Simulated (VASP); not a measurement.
# H4CO in VASP: notebook

Runs on H4CO. Level: PBE+D3(BJ). Tasks: single point.

Everything below comes from runs of VASP 6.6.1. Logs are shortened: lines on timing, memory, paths and dates and some standing lists are left out, and cuts for length are marked.

## (1) The cell of the first run

The cell holds an amorphous packing of atoms, 36 atoms: a = 8.055 Å, b = 8.055 Å, c = 8.055 Å, α = 90.00°, β = 90.00°, γ = 90.00°.

## (2) Single point, PBE+D3(BJ)

INCAR

```
SYSTEM = H4CO
PREC     = Accurate       ! precision mode
ENCUT    = 520            ! plane-wave cutoff, eV
EDIFF    = 1E-7           ! SCF threshold, eV
ISMEAR   = -1             ! smearing method
SIGMA    = 0.02           ! smearing width, eV
LREAL    = Auto         
LASPH    = .True.         ! aspherical terms in the spheres
NELM     = 60             ! most SCF steps
ALGO     = Normal         ! electronic algorithm
ISIF     = 2              ! what is computed and relaxed
LWAVE    = .False.        ! write WAVECAR
LCHARG   = .False.        ! write CHGCAR
GGA      = PE             ! functional
IVDW     = 12             ! dispersion correction
NBANDS   = 66             ! bands
```

KPOINTS

```
Automatic mesh
0
Gamma
  1 1 1
  0 0 0
```

POSCAR

```
H4CO
1.0
    8.0548320000      0.0000000000      0.0000000000
    0.0000000000      8.0548320000      0.0000000000
    0.0000000000      0.0000000000      8.0548320000
C O H
6 6 24
Direct
    0.7056542333      0.5885177445      0.5929216268
    0.4645023937      0.2043838394      0.1636215253
    0.0803518598      0.0334068853      0.7176832996
    0.1287891208      0.4931993126      0.3256589477
    0.2891398788      0.4873818226      0.7761516547
    0.9091855768      0.9512702009      0.2857211727
    0.6711615724      0.4165214388      0.5612063213
    0.3285061531      0.0958619803      0.2010460973
    0.0484166741     -0.1363431122      0.7588594494
    0.1365856098      0.5097659053      0.1486663713
    0.2968847023      0.6385484955      0.8701518760
    0.8587304057      0.8158454831      0.1832813618
    0.5914227792      0.6423426044      0.6438822766
    0.7709598617      0.3676550008      0.5146461244
    0.8058619987      0.6056315209      0.6846705865
    0.7387114560      0.6557153632      0.4782324544
    0.4354718898      0.3252853489      0.2185911182
    0.3590240786     -0.0139077451      0.1620017866
    0.5815184661      0.1591955125      0.2180470549
    0.4808276919      0.2205080857      0.0286694327
   -0.0411319875      0.0911975218      0.6921637754
    0.1523226229     -0.1935163884      0.7898380908
    0.1389192127      0.1024938994      0.8207851384
    0.1589945727      0.0472414446      0.6057157040
    0.2305947951      0.5677933029      0.3766243735
    0.0439978089      0.4488797736      0.1016892511
    0.0110240103      0.5427402317      0.3743022516
    0.1461905087      0.3630087482      0.3639092358
    0.2753862702      0.5199445846      0.6446227509
    0.2608804424      0.6091747562      0.9827731985
    0.4032753028      0.4127643301      0.7901844077
    0.1815085037      0.4109689084      0.8124041243
    0.8582182373      0.9286751974      0.4100885800
    0.9208891902      0.8216023608      0.0796066996
    1.0451455713      0.9621455257      0.2960670425
    0.8600710360      1.0709475156      0.2397270377
```

Potentials or basis: VASP PAW PBE potentials, release 64 (C, O, H).

On the command line:

```console
$ cat potpaw_PBE.64/C/POTCAR potpaw_PBE.64/O/POTCAR potpaw_PBE.64/H/POTCAR > POTCAR
$ mpirun -np 1 vasp_gam > vasp.out
```

OUTCAR:

```text
SYSTEM = H4CO
   PREC = Accurate
   ENCUT = 520
   EDIFF = 1E-7
   ISMEAR = -1
   LREAL = Auto
   LASPH = .True.
   NELM = 60
   ISIF = 2
   GGA = PE
   IVDW = 12
 IVDW          = 12

 ion  position               nearest neighbor table
   1  0.706  0.589  0.593-  13 1.10  15 1.10  16 1.10   7 1.44
   2  0.465  0.204  0.164-  17 1.10  19 1.10  20 1.10   8 1.43
   3  0.080  0.033  0.718-  21 1.10  23 1.11  24 1.11   9 1.43
   4  0.129  0.493  0.326-  25 1.10  27 1.10  28 1.10  10 1.43
   5  0.289  0.487  0.776-  29 1.10  32 1.10  31 1.10  11 1.44
   6  0.909  0.951  0.286-  33 1.10  35 1.10  36 1.11  12 1.43
   7  0.671  0.417  0.561-  14 0.97   1 1.44
   8  0.329  0.096  0.201-  18 0.97   2 1.43
   9  0.048  0.864  0.759-  22 0.99   3 1.43
  10  0.137  0.510  0.149-  26 0.97   4 1.43
  11  0.297  0.639  0.870-  30 0.98   5 1.44
  12  0.859  0.816  0.183-  34 0.97   6 1.43
  13  0.591  0.642  0.644-   1 1.10
  14  0.771  0.368  0.515-   7 0.97
  15  0.806  0.606  0.685-   1 1.10
  16  0.739  0.656  0.478-   1 1.10
  17  0.435  0.325  0.219-   2 1.10
  18  0.359  0.986  0.162-   8 0.97
[... 16 lines left out ...]
  35  0.045  0.962  0.296-   6 1.10
  36  0.860  0.071  0.240-   6 1.11

  LATTYP: Found a simple cubic cell.
 ALAT       =     8.0548320000

  Lattice vectors:

 A1 = (   8.0548320000,   0.0000000000,   0.0000000000)
 A2 = (   0.0000000000,   8.0548320000,   0.0000000000)
 A3 = (   0.0000000000,   0.0000000000,   8.0548320000)

Analysis of symmetry for initial positions (statically):
=====================================================================
 Subroutine PRICEL returns:
 Original cell was already a primitive cell.

 Routine SETGRP: Setting up the symmetry group for a
 simple cubic supercell.

 Subroutine GETGRP returns: Found  1 space group operations
 (whereof  1 operations were pure point group operations)
 out of a pool of 48 trial point group operations.

The static configuration has the point symmetry C_1 .

Analysis of symmetry for dynamics (positions and initial velocities):
=====================================================================
 Subroutine PRICEL returns:
 Original cell was already a primitive cell.

 Routine SETGRP: Setting up the symmetry group for a
 simple cubic supercell.

 Subroutine GETGRP returns: Found  1 space group operations
 (whereof  1 operations were pure point group operations)
 out of a pool of 48 trial point group operations.

The dynamic configuration has the point symmetry C_1 .

 Subroutine INISYM returns: Found  1 space group operations
 (whereof  1 operations are pure point group operations),
 and found     1 'primitive' translations

----------------------------------------------------------------------------------------

                                     Primitive cell

  volume of cell :     522.6001

  direct lattice vectors                    reciprocal lattice vectors
     8.054832000  0.000000000  0.000000000     0.124149082  0.000000000  0.000000000
     0.000000000  8.054832000  0.000000000     0.000000000  0.124149082  0.000000000
     0.000000000  0.000000000  8.054832000     0.000000000  0.000000000  0.124149082

  length of vectors
     8.054832000  8.054832000  8.054832000     0.124149082  0.124149082  0.124149082

  position of ions in fractional coordinates (direct lattice)
     0.705654233  0.588517745  0.592921627
     0.464502394  0.204383839  0.163621525
     0.080351860  0.033406885  0.717683300
     0.128789121  0.493199313  0.325658948
     0.289139879  0.487381823  0.776151655
     0.909185577  0.951270201  0.285721173
[... 28 lines left out ...]
     0.045145571  0.962145526  0.296067042
     0.860071036  0.070947516  0.239727038

  ion indices of the primitive-cell ions
   primitive index   ion index
                 1           1
                 2           2
                 3           3
                 4           4
                 5           5
                 6           6
[... 28 lines left out ...]
                35          35
                36          36

----------------------------------------------------------------------------------------

 KPOINTS: Automatic mesh

Automatic generation of k-mesh.
 Grid dimensions read from file:
 generate k-points for:    1    1    1

 Generating k-lattice:

  Cartesian coordinates                     Fractional coordinates (reciprocal lattice)
     0.124149082  0.000000000  0.000000000     1.000000000  0.000000000  0.000000000
     0.000000000  0.124149082  0.000000000     0.000000000  1.000000000  0.000000000
     0.000000000  0.000000000  0.124149082     0.000000000  0.000000000  1.000000000

  Length of vectors
     0.124149082  0.124149082  0.124149082

  Shift w.r.t. Gamma in fractional coordinates (k-lattice)
     0.000000000  0.000000000  0.000000000

 Subroutine IBZKPT returns following result:
 ===========================================

 Found      1 irreducible k-points:

 Following reciprocal coordinates:
            Coordinates               Weight
  0.000000  0.000000  0.000000      1.000000
   k-points           NKPTS =      1   k-points in BZ     NKDIM =      1   number of bands    NBANDS=     66
   number of dos      NEDOS =    301   number of ions     NIONS =     36
   total plane-waves  NPLWV = 216000
   dimension x,y,z NGX =    60 NGY =   60 NGZ =   60
   dimension x,y,z NGXF=   120 NGYF=  120 NGZF=  120
   ions per type =               6   6  24
   NGX,Y,Z   is equivalent  to a cutoff of  12.38, 12.38, 12.38 a.u.
   NGXF,Y,Z  is equivalent  to a cutoff of  24.77, 24.77, 24.77 a.u.
 SYSTEM =  H4CO
   PREC   = accura    normal or accurate (medium, high low for compatibility)
   ISTART =      0    job   : 0-new  1-cont  2-samecut
   ICHARG =      2    charge: 1-file 2-atom 10-const
   ISPIN  =      1    spin polarized calculation?
   LNONCOLLINEAR =      F non collinear calculations
   LSORBIT =      F    spin-orbit coupling
   LASPH  =      T    aspherical Exc in radial PAW
   ENCUT  =  520.0 eV  38.22 Ry    6.18 a.u.  14.98 14.98 14.98*2*pi/ulx,y,z
   NELM   =     60;   NELMIN=  2; NELMDL= -5     # of ELM steps
   EDIFF  = 0.1E-06   stopping-criterion for ELM
   LREAL  =      T    real-space projection
   EDIFFG = 0.1E-05   stopping-criterion for IOM
   NSW    =      0    number of steps for IOM
   IBRION =     -1    ionic relax: 0-MD 1-quasi-New 2-CG
   NFREE  =      0    steps in history (QN), initial steepest desc. (CG)
   ISIF   =      2    stress and relaxation
   ISYM   =      2    0-nonsym 1-usesym 2-fastsym
   POTIM  = 0.5000    time-step for ionic-motion
   TEBEG  =    0.0;   TEEND  =   0.0 temperature during run
   PSTRESS=    0.0 pullay stress
   NELECT =      84.0000    total number of electrons
   NUPDOWN=      -1.0000    fix difference up-down
   EMIN   =  10.00;   EMAX   =-10.00  energy-range for DOS
   EFERMI =   0.00;   METHOD = LEGACY
   ISMEAR =    -1;   SIGMA  =   0.02  broadening in eV -4-tet -1-fermi 0-gaus
   EFERMI_NEDOS =   21; number of points for ismear=-14 and -15
   IALGO  =     38    algorithm
   IMIX   =      4    mixing-type and parameters
     AMIX     =   0.40;   BMIX     =  1.00
     AMIX_MAG =   1.60;   BMIX_MAG =  1.00
  volume/ion in A,a.u.               =      14.52        97.96
  Fermi-wavevector in a.u.,A,eV,Ry     =   0.890112  1.682068 10.779893  0.792300
  Thomas-Fermi vector in A             =   2.011761
   LORBIT       =      0    0 simple, 1 ext, 2 COOP (PROOUT), +10 PAW based schemes
   GGA     = PE    functional components
   LHFCALC =     F    Hartree Fock is set to
   AEXX    =    0.0000 exact exchange contribution
   IVDW    =    12    specifies the selected vdW correction
   LEPSILON=     F    determine dielectric tensor
   LRPA    =     F    only Hartree local field effects (RPA)
 non-spin polarized calculation
  energy-cutoff  :      520.00
  volume of cell :      522.60
 maximum number of plane-waves:      6999
 NGX is ok and might be reduce to    60
   NGX = 29   NGY = 29   NGZ = 29

 number of electron      84.0000005 magnetization

 Free energy of the ion-electron system (eV)
  ---------------------------------------------------
  ext. energy  EPLUGINS =         0.00000000
  ---------------------------------------------------
  free energy    TOTEN  =      -182.24110568 eV

  energy without entropy =     -182.24110568  energy(sigma->0) =     -182.24110568

 E-fermi :  -3.3112     XC(G=0):  -5.4346

 val. band max:       -3.8020065630   @ k =   0.0000   0.0000   0.0000
 cond. band min:       0.6092803223   @ k =   0.0000   0.0000   0.0000
 fundamental gap:      4.4112868853
 Fermi energy:        -3.3111988906

 k-point     1 :       0.0000    0.0000    0.0000
  band No.  band energies     occupation
      1     -23.8490      2.00000
      2     -23.2264      2.00000
      3     -23.1973      2.00000
      4     -23.0994      2.00000
      5     -23.0240      2.00000
      6     -22.6758      2.00000
[... 46 lines left out ...]
     53       3.9237      0.00000
     54       4.1026      0.00000
 [bands above 54 left out]

------------------------ aborting loop because EDIFF is reached ----------------------------------------

 Edisp (eV)   -0.93456

 E8    (eV) :    -0.1995

  FORCE on cell =-STRESS in cart. coord.  units (eV):
  Direction    XX          YY          ZZ          XY          YZ          ZX
  --------------------------------------------------------------------------------------
  -------------------------------------------------------------------------------------
  Total      -1.28963    -1.64133    -1.23817     0.29006     0.47985     0.16559
  in kB      -3.95371    -5.03196    -3.79597     0.88927     1.47111     0.50767
  external pressure =       -4.26 kB  Pullay stress =        0.00 kB

 VOLUME and BASIS-vectors are now :
 -----------------------------------------------------------------------------
  energy-cutoff  :      520.00
  volume of cell :      522.60
      direct lattice vectors                 reciprocal lattice vectors
     8.054832000  0.000000000  0.000000000     0.124149082  0.000000000  0.000000000
     0.000000000  8.054832000  0.000000000     0.000000000  0.124149082  0.000000000
     0.000000000  0.000000000  8.054832000     0.000000000  0.000000000  0.124149082

 POSITION                                       TOTAL-FORCE (eV/Angst)
 -----------------------------------------------------------------------------------
      5.68393      4.74041      4.77588         0.025160      0.133187      0.035842
      3.74149      1.64628      1.31794         0.051179      0.087478     -0.019910
      0.64722      0.26909      5.78082        -0.059148     -0.011621     -0.030961
      1.03737      3.97264      2.62313         0.023270      0.026256      0.100729
      2.32897      3.92578      6.25177         0.065684     -0.088565     -0.085308
      7.32334      7.66232      2.30144         0.019327      0.071280      0.074810
[... 28 lines left out ...]
      0.36364      7.74992      2.38477         0.017746      0.005348     -0.011387
      6.92773      0.57147      1.93096         0.002679      0.019787     -0.007088
 -----------------------------------------------------------------------------------
    total drift:                               -0.000298     -0.001618     -0.014873

  FREE ENERGIE OF THE ION-ELECTRON SYSTEM (eV)
  ---------------------------------------------------
  free  energy   TOTEN  =      -183.1756621917 eV

  energy  without entropy=     -183.1756621917  energy(sigma->0) =     -183.17566219
```

Wall time 80 s (1 thread of Intel Xeon 6975P-C, shared host); peak memory 0.45 GiB.

Results:

| Item | Value |
| --- | --- |
| Free energy | -183.1757 eV |
| Pressure | -0.4 GPa |
| Largest force | 0.150 eV/Å |
| Band gap on the k mesh | 4.41 eV |
| Dispersion energy per atom | -0.026 eV |

Forces on the atoms (eV/Å):
```
C    0.025  0.133  0.036
C    0.051  0.087 -0.020
C   -0.059 -0.012 -0.031
C    0.023  0.026  0.101
C    0.066 -0.089 -0.085
C    0.019  0.071  0.075
O   -0.021 -0.062  0.001
O   -0.061  0.002  0.032
O    0.008  0.079  0.091
O    0.057  0.012 -0.083
O   -0.044  0.048 -0.062
O    0.008 -0.084 -0.064
H    0.016  0.011  0.006
H    0.024 -0.070 -0.031
H   -0.013  0.011 -0.033
H   -0.020 -0.007  0.009
H   -0.004  0.011  0.006
H   -0.012 -0.116 -0.032
H    0.017 -0.009  0.011
H    0.014  0.001 -0.010
H    0.106 -0.036  0.010
H   -0.026 -0.054  0.014
H    0.015 -0.055  0.008
H   -0.050 -0.057  0.092
H    0.011 -0.007 -0.011
H   -0.072 -0.011 -0.070
H    0.011  0.013 -0.008
H   -0.001  0.003  0.004
H    0.032  0.021  0.011
H   -0.040  0.027  0.142
H   -0.070  0.068  0.005
H    0.014  0.013 -0.017
H    0.000 -0.004 -0.002
H   -0.043  0.009 -0.076
H    0.018  0.005 -0.011
H    0.003  0.020 -0.007
```

Stress tensor (GPa, compression positive):
```
-0.40  0.09  0.05
 0.09 -0.50  0.15
 0.05  0.15 -0.38
```

Caveat: the k points lie up to 0.78 Å⁻¹ apart.

## (3) Single point, PBE+D3(BJ)

INCAR

```
  PREC = Accurate
  ENCUT = 520
  EDIFF = 1E-6
  ISMEAR = -1
  SIGMA = 0.02
  LREAL = Auto
  LASPH = T
  NELM = 80
  ALGO = Normal
  ISIF = 2
  LWAVE = F
  LCHARG = T
  GGA = PE
  IVDW = 12
  LELF = T
  LVHAR = T
  NBANDS = 66
```

KPOINTS

```
regular mesh
0
Gamma
  1 1 1
```

POSCAR

```
H4CO
1.0
    8.0548320000      0.0000000000      0.0000000000
    0.0000000000      8.0548320000      0.0000000000
    0.0000000000      0.0000000000      8.0548320000
C O H
6 6 24
Direct
    0.6987234495      0.5909868760      0.6001987379
    0.4519647337      0.2144427097      0.1691034649
    0.0420244643      0.0140164314      0.7203253898
    0.1407974741      0.4970680953      0.3158104353
    0.3104596098      0.4921145469      0.7594075209
    0.9049350750      0.9380332203      0.2856794530
    0.6805356089      0.4069606914      0.5694842549
    0.3312049215      0.0871029961      0.2006249168
    0.0193424270     -0.1544290433      0.7501335844
    0.1736100765      0.5111714310      0.1435411688
    0.3038052190      0.6530614170      0.8252065344
    0.8422025438      0.8033066363      0.1825736403
    0.6559416758      0.6338058944      0.7209088905
    0.7723314403      0.3589646562      0.6362640462
    0.8352998548      0.6202612295      0.5887894372
    0.6319933178      0.6659356769      0.5001345776
    0.3999959279      0.3417079338      0.1939084515
    0.3172381497      0.0209067054      0.1010325231
    0.5653749203      0.2019905567      0.2410975176
    0.4855222306      0.2133129530      0.0347865728
   -0.0788346672      0.0618138280      0.6752592729
    0.1283453212     -0.2098616085      0.7725797385
    0.0848310679      0.0784249752      0.8295765821
    0.1250181258      0.0327629428      0.6159160117
    0.2283722367      0.5732708019      0.3867864656
    0.1245836040      0.4156883719      0.0885431254
    0.0154193160      0.5372179085      0.3472946425
    0.1626104679      0.3732790454      0.3734652690
    0.3967680518      0.5029900065      0.6565251764
    0.2592605283      0.6455752274      0.9378966563
    0.3618821597      0.3968425412      0.8425253314
    0.1865215811      0.4525482344      0.7099216967
    0.8734508678      0.9015458051      0.4122370274
    0.8653315178      0.8224380099      0.0657121092
    1.0430757587      0.9539987923      0.2824267471
    0.8568273056      1.0673593192      0.2595833160
```

Potentials or basis: VASP PAW PBE potentials, release 64 (C, O, H).

On the command line:

```console
$ cat potpaw_PBE.64/C/POTCAR potpaw_PBE.64/O/POTCAR potpaw_PBE.64/H/POTCAR > POTCAR
$ mpirun -np 1 vasp_gam > vasp.out
```

Run time: 77 s. Hardware: 1 thread of Intel Xeon 6975P-C, shared host; peak memory 0.45 GiB.

Results (log left out):

| Item | Value |
| --- | --- |
| Free energy | -182.4604 eV |
| Pressure | -0.7 GPa |
| Largest force | 1.969 eV/Å |
| Band gap on the k mesh | 4.38 eV |
| Dispersion energy per atom | -0.026 eV |

Forces in eV/Å, atoms in the order of the input:
```
C    1.030 -0.314 -1.648
C   -0.319  0.911 -1.124
C   -0.660  0.225 -1.033
C    0.185 -0.193  1.379
C   -0.349 -0.636 -1.087
C    0.497  0.232 -0.444
O    0.525  1.355  0.854
O   -0.119  0.120  0.320
O    0.200 -1.649  0.623
O    0.187 -0.148 -0.426
O   -0.305  1.006  1.053
O    0.110  0.739  0.525
H   -0.258 -0.264  0.410
H   -0.762  0.221 -0.524
H   -0.894  0.064  0.109
H    0.452 -1.046  0.733
H    0.161 -0.826 -0.022
H    0.143 -0.002  0.045
H    0.226 -0.368  0.379
H    0.075  0.053  0.402
H    0.108  0.176  0.424
H   -0.476  0.216 -0.283
H    0.199  0.697  0.578
H    0.665  0.325 -0.308
H    0.074  0.460 -0.348
H   -0.063 -0.006  0.017
H   -0.349  0.116 -0.052
H   -0.160 -0.081 -0.723
H    0.075 -0.365 -0.434
H    0.073 -0.101  0.267
H   -0.124  0.123  0.263
H    0.426 -0.049  0.254
H   -0.165  0.086  0.154
H    0.216  0.213 -0.078
H   -0.378 -0.381 -0.189
H   -0.246 -0.908 -0.064
```

Stress tensor (GPa, compression positive):
```
-0.76  0.22 -0.79
 0.22 -1.16  0.21
-0.79  0.21 -0.33
```

Levels at points of the mesh, in eV from the valence-band top:
```csv
k point,band 40,band 41,band 42,band 43,band 44,band 45
"(0.00, 0.00, 0.00)",-0.20,-0.09,0.00,4.38,5.22,5.75
```

Caveat: the k points lie up to 0.78 Å⁻¹ apart.

(Part 1 of 2 ends here.)
